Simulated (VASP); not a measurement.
# K8Mg9F24 (a cell with a defect) in VASP: single point with PBEsol

Aim: the single point of K8Mg9F24 (a cell with a defect) with PBEsol.

Everything below comes from runs of VASP 6.6.1. Logs are shortened: lines on timing, memory, paths and dates and some standing lists are left out, and cuts for length are marked.

## Step 1: The cell of the first run

The cell holds a defect, 41 atoms: a = 7.983 Å, b = 7.983 Å, c = 7.983 Å, α = 90.00°, β = 90.00°, γ = 90.00°.

## Step 2: Single point, PBEsol

Contents of INCAR:

```
PREC = Accurate
ENCUT = 520
EDIFF = 1E-6
ISMEAR = -1
SIGMA = 0.05
LREAL = Auto
LASPH = True
NELM = 80
ALGO = Normal
ISIF = 2
LWAVE = False
LCHARG = True
GGA = PS
LELF = True
LVHAR = True
NBANDS = 155
NELECT = 256.0
ISYM = 0
```

Contents of KPOINTS:

```
Automatic mesh
0
Gamma
  1 1 1
  0.25 0.25 0.25
```

Contents of POSCAR:

```
K8Mg9F24
1.0
    7.9825440000      0.0000000000      0.0000000000
    0.0000000000      7.9825440000      0.0000000000
    0.0000000000      0.0000000000      7.9825440000
K Mg F
8 9 24
Direct
    0.9973990000      0.0129760000      0.9935510000
    0.9447660000      0.0123540000      0.4929570000
    0.9971940000      0.5118180000      0.9936530000
    0.9973360000      0.5119420000      0.4932590000
    0.5138990000      0.0126430000      0.9935570000
    0.5732580000      0.0128310000      0.4937630000
    0.5128040000      0.5122180000      0.9934710000
    0.5139440000      0.5121240000      0.4936760000
    0.2552680000      0.2726980000      0.2332620000
    0.2553240000      0.2727090000      0.7537420000
    0.2552480000      0.7522240000      0.2332460000
    0.2552900000      0.7522040000      0.7537030000
    0.7555600000      0.2667040000      0.2392000000
    0.7555980000      0.2667130000      0.7477290000
    0.7553360000      0.7582040000      0.2392030000
    0.7554070000      0.7582160000      0.7476950000
    0.2606020000      0.0124530000      0.4935390000
    0.2575660000      0.2566720000      0.9935020000
    0.2574720000      0.7682570000      0.9934830000
    0.2533900000      0.7781620000      0.4934920000
    0.7534390000      0.2643730000      0.9934650000
    0.7577270000      0.2657460000      0.4934740000
    0.7533010000      0.7605420000      0.9934460000
    0.7573460000      0.7591570000      0.4934530000
    0.0080350000      0.2583420000      0.2473070000
    0.0080270000      0.2588900000      0.7397290000
    0.0078990000      0.7665510000      0.2473570000
    0.0079770000      0.7659890000      0.7396490000
    0.2534930000      0.2467180000      0.4935220000
    0.5026420000      0.2537850000      0.7349900000
    0.5025560000      0.7706060000      0.2518520000
    0.5025590000      0.7711500000      0.7350050000
    0.2538030000      0.0124410000      0.2592260000
    0.2532260000      0.0124330000      0.7278050000
    0.2572520000      0.5124880000      0.2493530000
    0.2578240000      0.5124800000      0.7376570000
    0.7572420000      0.0124440000      0.2401160000
    0.7578420000      0.0124540000      0.7467670000
    0.7535950000      0.5124640000      0.2415220000
    0.7531640000      0.5124830000      0.7453760000
    0.5026440000      0.2542880000      0.2519160000
```

Potentials or basis: VASP PAW PBE potentials, release 64 (K_sv, Mg, F).

Command:

```
$ cat potpaw_PBE.64/K_sv/POTCAR potpaw_PBE.64/Mg/POTCAR potpaw_PBE.64/F/POTCAR > POTCAR
$ mpirun -np 1 vasp_std > vasp.out
```

OUTCAR:

```text
PREC = Accurate
   ENCUT = 520
   EDIFF = 1E-6
   ISMEAR = -1
   LREAL = Auto
   LASPH = True
   NELM = 80
   ISIF = 2
   GGA = PS
   NELECT = 256.0
   ISYM = 0

 ion  position               nearest neighbor table
   1  0.997  0.013  0.994-  38 2.75  37 2.75  21 2.80  23 2.80  25 2.82  26 2.82  27 2.83  28 2.83
                            18 2.85  19 2.85  13 3.42  14 3.42  15 3.42  16 3.42   9 3.49  10 3.49
   2  0.945  0.012  0.493-  37 2.51  22 2.51  24 2.51  38 2.52  17 2.52  27 2.82  25 2.82  28 2.83
                            26 2.83   6 2.97  15 3.24  13 3.24  16 3.25  14 3.25
   3  0.997  0.512  0.994-  21 2.77  39 2.77  40 2.78  23 2.78  13 3.38  14 3.38  15 3.38  16 3.38
                             9 3.40  10 3.40  11 3.40  12 3.41
   4  0.997  0.512  0.493-  22 2.74  24 2.75  39 2.80  40 2.80  26 2.82  25 2.82  28 2.83  27 2.83
                            35 2.85  36 2.85  13 3.42  14 3.42  15 3.42  16 3.42   9 3.49  10 3.49
   5  0.514  0.013  0.994-  37 2.77  38 2.77  21 2.77  23 2.78  30 2.82  18 2.83  41 2.83  32 2.83
                            31 2.83  19 2.83  13 3.42  15 3.42  14 3.42  16 3.42   9 3.50  10 3.50
   6  0.573  0.013  0.494-  17 2.50  22 2.50  38 2.50  37 2.50  24 2.50  30 2.78  32 2.78  41 2.79
                            31 2.79   2 2.97  14 3.21  13 3.22  16 3.22  15 3.22
   7  0.513  0.512  0.993-  40 2.76  21 2.76  23 2.76  39 2.76  13 3.38  14 3.38  15 3.38  16 3.38
                            10 3.40   9 3.40  12 3.40  11 3.40
   8  0.514  0.512  0.494-  22 2.77  24 2.77  40 2.77  39 2.78  41 2.82  30 2.82  36 2.82  31 2.83
                            32 2.83  35 2.83  14 3.42  13 3.42  16 3.42  15 3.42  10 3.50   9 3.50
   9  0.255  0.273  0.233-  18 1.92  35 1.92  25 1.98  41 1.99  33 2.09  29 2.09  17 2.94   3 3.40
                             7 3.40   4 3.49   1 3.49   5 3.50   8 3.50
  10  0.255  0.273  0.754-  18 1.92  36 1.92  26 1.98  30 1.99  29 2.09  34 2.09  17 2.94   7 3.40
                             3 3.40   1 3.49   4 3.49   8 3.50   5 3.50
  11  0.255  0.752  0.233-  35 1.92  19 1.92  27 1.98  31 1.99  33 2.09  20 2.09  17 2.94   7 3.40
                             3 3.40   4 3.50   1 3.50   5 3.50   8 3.50
  12  0.255  0.752  0.754-  36 1.92  19 1.92  28 1.98  32 1.99  20 2.09  34 2.09  17 2.94   7 3.40
                             3 3.41   1 3.50   4 3.50   8 3.50   5 3.50
  13  0.756  0.267  0.239-  21 1.96  39 1.96  25 2.02  41 2.02  37 2.03  22 2.03   6 3.22   2 3.24
                             3 3.38   7 3.38   4 3.42   1 3.42   5 3.42   8 3.42
  14  0.756  0.267  0.748-  21 1.96  40 1.96  26 2.02  30 2.02  22 2.03  38 2.03   6 3.21   2 3.25
                             3 3.38   7 3.38   8 3.42   1 3.42   4 3.42   5 3.42
  15  0.755  0.758  0.239-  39 1.96  23 1.96  27 2.02  31 2.02  37 2.03  24 2.03   6 3.22   2 3.24
                             3 3.38   7 3.38   5 3.42   8 3.42   4 3.42   1 3.42
  16  0.755  0.758  0.748-  40 1.96  23 1.96  28 2.02  32 2.02  24 2.03  38 2.03   6 3.22   2 3.25
[... 13 lines left out ...]
  28  0.008  0.766  0.740-  12 1.98  16 2.02   4 2.83   2 2.83   1 2.83
  29  0.253  0.247  0.494-  17 1.87  10 2.09   9 2.09
  30  0.503  0.254  0.735-  10 1.99  14 2.02   6 2.78   8 2.82   5 2.82
  31  0.503  0.771  0.252-  11 1.99  15 2.02   6 2.79   8 2.83   5 2.83
  32  0.503  0.771  0.735-  12 1.99  16 2.02   6 2.78   5 2.83   8 2.83
  33  0.254  0.012  0.259-  17 1.87  11 2.09   9 2.09
  34  0.253  0.012  0.728-  17 1.87  12 2.09  10 2.09
  35  0.257  0.512  0.249-  11 1.92   9 1.92   8 2.83   4 2.85
  36  0.258  0.512  0.738-  12 1.92  10 1.92   8 2.82   4 2.85
  37  0.757  0.012  0.240-  15 2.03  13 2.03   6 2.50   2 2.51   1 2.75   5 2.77
  38  0.758  0.012  0.747-  16 2.03  14 2.03   6 2.50   2 2.52   1 2.75   5 2.77
  39  0.754  0.512  0.242-  15 1.96  13 1.96   7 2.76   3 2.77   8 2.78   4 2.80
  40  0.753  0.512  0.745-  16 1.96  14 1.96   7 2.76   8 2.77   3 2.78   4 2.80
  41  0.503  0.254  0.252-   9 1.99  13 2.02   6 2.79   8 2.82   5 2.83

IMPORTANT INFORMATION: All symmetrisations will be switched off!
NOSYMM: (Re-)initialisation of all symmetry stuff for point group C_1.

----------------------------------------------------------------------------------------

                                     Primitive cell

  volume of cell :     508.6558

  direct lattice vectors                    reciprocal lattice vectors
     7.982544000  0.000000000  0.000000000     0.125273346  0.000000000  0.000000000
     0.000000000  7.982544000  0.000000000     0.000000000  0.125273346  0.000000000
     0.000000000  0.000000000  7.982544000     0.000000000  0.000000000  0.125273346

  length of vectors
     7.982544000  7.982544000  7.982544000     0.125273346  0.125273346  0.125273346

  position of ions in fractional coordinates (direct lattice)
     0.997399000  0.012976000  0.993551000
     0.944766000  0.012354000  0.492957000
     0.997194000  0.511818000  0.993653000
     0.997336000  0.511942000  0.493259000
     0.513899000  0.012643000  0.993557000
     0.573258000  0.012831000  0.493763000
[... 33 lines left out ...]
     0.753164000  0.512483000  0.745376000
     0.502644000  0.254288000  0.251916000

  ion indices of the primitive-cell ions
   primitive index   ion index
                 1           1
                 2           2
                 3           3
                 4           4
                 5           5
                 6           6
[... 33 lines left out ...]
                40          40
                41          41

----------------------------------------------------------------------------------------

 KPOINTS: Automatic mesh

Automatic generation of k-mesh.
 Grid dimensions read from file:
 generate k-points for:    1    1    1

 Generating k-lattice:

  Cartesian coordinates                     Fractional coordinates (reciprocal lattice)
     0.125273346  0.000000000  0.000000000     1.000000000  0.000000000  0.000000000
     0.000000000  0.125273346  0.000000000     0.000000000  1.000000000  0.000000000
     0.000000000  0.000000000  0.125273346     0.000000000  0.000000000  1.000000000

  Length of vectors
     0.125273346  0.125273346  0.125273346

  Shift w.r.t. Gamma in fractional coordinates (k-lattice)
     0.250000000  0.250000000  0.250000000

 Subroutine IBZKPT returns following result:
 ===========================================

 Found      4 irreducible k-points:

 Following reciprocal coordinates:
            Coordinates               Weight
  0.250000  0.250000  0.250000      2.000000
 -0.250000  0.250000  0.250000      2.000000
 -0.250000 -0.250000  0.250000      2.000000
  0.250000 -0.250000  0.250000      2.000000
   k-points           NKPTS =      4   k-points in BZ     NKDIM =      4   number of bands    NBANDS=    155
   number of dos      NEDOS =    301   number of ions     NIONS =     41
   total plane-waves  NPLWV = 216000
   dimension x,y,z NGX =    60 NGY =   60 NGZ =   60
   dimension x,y,z NGXF=   120 NGYF=  120 NGZF=  120
   ions per type =               8   9  24
   NGX,Y,Z   is equivalent  to a cutoff of  12.50, 12.50, 12.50 a.u.
   NGXF,Y,Z  is equivalent  to a cutoff of  24.99, 24.99, 24.99 a.u.
 SYSTEM =  unknown system
   PREC   = accura    normal or accurate (medium, high low for compatibility)
   ISTART =      0    job   : 0-new  1-cont  2-samecut
   ICHARG =      2    charge: 1-file 2-atom 10-const
   ISPIN  =      1    spin polarized calculation?
   LNONCOLLINEAR =      F non collinear calculations
   LSORBIT =      F    spin-orbit coupling
   LASPH  =      T    aspherical Exc in radial PAW
   ENCUT  =  520.0 eV  38.22 Ry    6.18 a.u.  14.84 14.84 14.84*2*pi/ulx,y,z
   NELM   =     80;   NELMIN=  2; NELMDL= -5     # of ELM steps
   EDIFF  = 0.1E-05   stopping-criterion for ELM
   LREAL  =      T    real-space projection
   EDIFFG = 0.1E-04   stopping-criterion for IOM
   NSW    =      0    number of steps for IOM
   IBRION =     -1    ionic relax: 0-MD 1-quasi-New 2-CG
   NFREE  =      0    steps in history (QN), initial steepest desc. (CG)
   ISIF   =      2    stress and relaxation
   ISYM   =      0    0-nonsym 1-usesym 2-fastsym
   POTIM  = 0.5000    time-step for ionic-motion
   TEBEG  =    0.0;   TEEND  =   0.0 temperature during run
   PSTRESS=    0.0 pullay stress
   NELECT =     256.0000    total number of electrons
   NUPDOWN=      -1.0000    fix difference up-down
   EMIN   =  10.00;   EMAX   =-10.00  energy-range for DOS
   EFERMI =   0.00;   METHOD = LEGACY
   ISMEAR =    -1;   SIGMA  =   0.05  broadening in eV -4-tet -1-fermi 0-gaus
   EFERMI_NEDOS =   21; number of points for ismear=-14 and -15
   IALGO  =     38    algorithm
   IMIX   =      4    mixing-type and parameters
     AMIX     =   0.40;   BMIX     =  1.00
     AMIX_MAG =   1.60;   BMIX_MAG =  1.00
  volume/ion in A,a.u.               =      12.41        83.72
  Fermi-wavevector in a.u.,A,eV,Ry     =   1.302207  2.460815 23.072000  1.695744
  Thomas-Fermi vector in A             =   2.433291
   LORBIT       =      0    0 simple, 1 ext, 2 COOP (PROOUT), +10 PAW based schemes
   GGA     = PS    functional components
   LHFCALC =     F    Hartree Fock is set to
   AEXX    =    0.0000 exact exchange contribution
   IVDW    =     0    specifies the selected vdW correction
   LEPSILON=     F    determine dielectric tensor
   LRPA    =     F    only Hartree local field effects (RPA)
 non-spin polarized calculation
  energy-cutoff  :      520.00
  volume of cell :      508.66
 maximum number of plane-waves:     13679
   NGX = 29   NGY = 29   NGZ = 29

 number of electron     256.0000040 magnetization

 Free energy of the ion-electron system (eV)
  ---------------------------------------------------
  ext. energy  EPLUGINS =         0.00000000
  ---------------------------------------------------
  free energy    TOTEN  =      -207.91319322 eV

  energy without entropy =     -207.91319322  energy(sigma->0) =     -207.91319322

 E-fermi :  -0.2281     XC(G=0):  -9.9633

 val. band max:       -1.5345478695   @ k =   0.2500  -0.2500   0.2500
 cond. band min:       5.6661952483   @ k =  -0.2500   0.2500   0.2500
 fundamental gap:      7.2007431178
 Fermi energy:        -0.2281323270

 k-point     1 :       0.2500    0.2500    0.2500
  band No.  band energies     occupation
      1     -27.7609      2.00000
      2     -27.6020      2.00000
      3     -26.6873      2.00000
      4     -26.6685      2.00000
      5     -26.5529      2.00000
      6     -26.5519      2.00000
[... 561 lines left out ...]
    139       9.0716      0.00000
    140       9.1103      0.00000
 [bands above 140 left out]

------------------------ aborting loop because EDIFF is reached ----------------------------------------

  FORCE on cell =-STRESS in cart. coord.  units (eV):
  Direction    XX          YY          ZZ          XY          YZ          ZX
  --------------------------------------------------------------------------------------
  -------------------------------------------------------------------------------------
  Total       -3.0484614     -5.2905841     -5.2676597      0.0066609     -0.0029566      0.0157447
  in kB       -9.6021242    -16.6644215    -16.5922135      0.0209806     -0.0093129      0.0495930
  external PRESSURE =     -14.2862531 kB  Pullay stress =       0.0000000 kB

 VOLUME and BASIS-vectors are now :
 -----------------------------------------------------------------------------
  energy-cutoff  :      520.00
  volume of cell :      508.66
      direct lattice vectors                 reciprocal lattice vectors
     7.982544000  0.000000000  0.000000000     0.125273346  0.000000000  0.000000000
     0.000000000  7.982544000  0.000000000     0.000000000  0.125273346  0.000000000
     0.000000000  0.000000000  7.982544000     0.000000000  0.000000000  0.125273346

 POSITION                                       TOTAL-FORCE (eV/Angst)
 -----------------------------------------------------------------------------------
      7.96178      0.10358      7.93106         0.006300     -0.024105     -0.007069
      7.54164      0.09862      3.93505         0.062042     -0.008777      0.004958
      7.96014      4.08561      7.93188         0.001368      0.020485     -0.007841
      7.96128      4.08660      3.93746         0.009630      0.016555      0.005656
      4.10222      0.10092      7.93111        -0.011287     -0.009271     -0.003917
      4.57606      0.10242      3.94148        -0.057128     -0.008810     -0.004724
[... 33 lines left out ...]
      6.01216      4.09092      5.95000         0.005146     -0.009608      0.000802
      4.01238      2.02987      2.01093        -0.000684      0.000425      0.000601
 -----------------------------------------------------------------------------------
    total drift:                               -0.000327     -0.013181      0.012449

  FREE ENERGIE OF THE ION-ELECTRON SYSTEM (eV)
  ---------------------------------------------------
  free  energy   TOTEN  =      -207.9131932226 eV

  energy  without entropy=     -207.9131932226  energy(sigma->0) =     -207.91319322
```

It took 7.8 min on 1 thread of Intel Xeon Platinum 8259CL at 2.50GHz (Skylake/Cascade Lake), shared host; peak memory 0.59 GiB.

Results:

```yaml
Free_energy: -207.9132 eV
Largest_force: 0.063 eV/Å
```

Forces on the atoms (eV/Å):
```
K    0.006 -0.024 -0.007
K    0.062 -0.009  0.005
K    0.001  0.020 -0.008
K    0.010  0.017  0.006
K   -0.011 -0.009 -0.004
K   -0.057 -0.009 -0.005
K   -0.002  0.010 -0.003
K   -0.011  0.012 -0.006
Mg   0.009  0.006 -0.003
Mg  -0.001  0.004  0.003
Mg  -0.004 -0.005 -0.008
Mg  -0.009 -0.006  0.008
Mg  -0.010  0.009 -0.007
Mg  -0.002  0.008  0.007
Mg   0.003 -0.009 -0.011
Mg   0.011 -0.008  0.012
Mg  -0.006 -0.010  0.003
F   -0.006  0.001  0.004
F   -0.001 -0.001  0.002
F    0.004  0.006  0.001
F    0.004  0.000  0.002
F   -0.001  0.019  0.002
F    0.004  0.001  0.002
F   -0.002 -0.013  0.003
F    0.000 -0.001 -0.002
F    0.003 -0.001 -0.003
F    0.002  0.001  0.003
F    0.001  0.003 -0.009
F    0.004 -0.002  0.000
F    0.001  0.003  0.003
F   -0.001  0.000  0.002
F    0.000 -0.001  0.002
F    0.000  0.005  0.006
F    0.007  0.006  0.000
F   -0.003 -0.011 -0.004
F   -0.004 -0.011  0.005
F   -0.002  0.009 -0.019
F   -0.004  0.007  0.017
F    0.002 -0.009  0.000
F    0.005 -0.010  0.001
F   -0.001  0.000  0.001
```

Levels at points of the mesh, in eV from the Fermi level:
```csv
k point,band 124,band 125,band 126,band 127,band 128,band 129,band 130,band 131,band 132,band 133
"(0.25, 0.25, 0.25)",-1.38,-1.34,-1.33,-1.33,-1.31,5.89,7.17,7.71,7.97,8.19
```

Caveat: the k points lie up to 0.79 Å⁻¹ apart; the cell carries a net charge on a neutralising background, which shifts energy and pressure; the cell is charged against a uniform background, so pressure and absolute levels hang on convention; the PAW data sets were made with another functional, which shifts forces and pressure a little.
